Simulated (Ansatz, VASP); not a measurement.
# One calculation of MoS2, two programs

File INCAR:

```
PREC = Accurate ; ENCUT = 600
EDIFF = 1E-7 ; ISMEAR = 0
SIGMA = 0.02 ; LREAL = False
LASPH = True ; NELM = 80
ALGO = Normal ; ISIF = 3
LWAVE = False ; LCHARG = False
GGA = PE ; IBRION = 2
NSW = 70 ; EDIFFG = -0.005
```

File KPOINTS:

```
Automatic mesh
0
Gamma
  12 12 4
```

File POSCAR:

```
MoS2
1.0
    3.1492451931      0.0000000000      0.0000000000
   -1.5746225966      2.7273263400      0.0000000000
    0.0000000000      0.0000000000     12.0926952890
Mo S
2 4
Direct
    0.6666666667      0.3333333333      0.2498985759
    0.3333333333      0.6666666667      0.7501014241
    0.3333333333      0.6666666667      0.3793877265
    0.6666666667      0.3333333333      0.8795880622
    0.3333333333      0.6666666667      0.1204119378
    0.6666666667      0.3333333333      0.6206122735
```

Input for Ansatz:

```yaml
crystal:
  lattice:
    - [3.1492451931, 0.0, 0.0]
    - [-1.5746225966, 2.72732634, 0.0]
    - [0.0, 0.0, 12.092695289]
  atoms:
    - { symbol: Mo, position: [0.6666666667, 0.3333333333, 0.2498985759] }
    - { symbol: Mo, position: [0.3333333333, 0.6666666667, 0.7501014241] }
    - { symbol: S, position: [0.3333333333, 0.6666666667, 0.3793877265] }
    - { symbol: S, position: [0.6666666667, 0.3333333333, 0.8795880622] }
    - { symbol: S, position: [0.3333333333, 0.6666666667, 0.1204119378] }
    - { symbol: S, position: [0.6666666667, 0.3333333333, 0.6206122735] }
basis:
  ecutwfc: 420
kpoints:
  mp_grid: { grid: [12, 12, 4] }
hamiltonian:
  xc: pbe
scf:
  occupations: { method: gaussian, width: 0.02 }
output:
  forces: true
  stress: true
  eigenvalues: true
relax:
  adjacent_minimum: "off"
  f_tol: 0.005
  max_steps: 50
  cell: { stress_tol: 0.05 }
```

Alike in both runs: task relaxation of cell and atoms; functional PBE; k mesh 12 × 12 × 4; occupations gaussian, width 0.02 eV; no spin polarisation.

|  | VASP | Ansatz |
| --- | --- | --- |
| version | VASP 6.6.1 | Ansatz 0.2.0 |
| potentials or method | VASP PAW PBE potentials, release 64 (Mo_sv, S), cutoff 600 eV | scalar-relativistic, plane waves, PAW |
| valence electrons in the cell | 52 | 52 |

Ansatz gave:

| Property | Result |
| --- | --- |
| gap on the k mesh at the Fermi level, each at its own relaxed structure (eV) | 1.44 |
| relaxed volume (Å³/atom) | 21.54 |
| relaxed length of the cell vector where the two differ most in proportion (Å) | 14.709 |

Problem. Estimate VASP's values.

Solution. gap on the k mesh at the Fermi level, each at its own relaxed structure (eV): 1.38; relaxed volume (Å³/atom): 20.76; relaxed length of the cell vector where the two differ most in proportion (Å): 14.181.

Noted on VASP's run: the volume moved by over 15 % at a fixed basis, so the end points are rough.
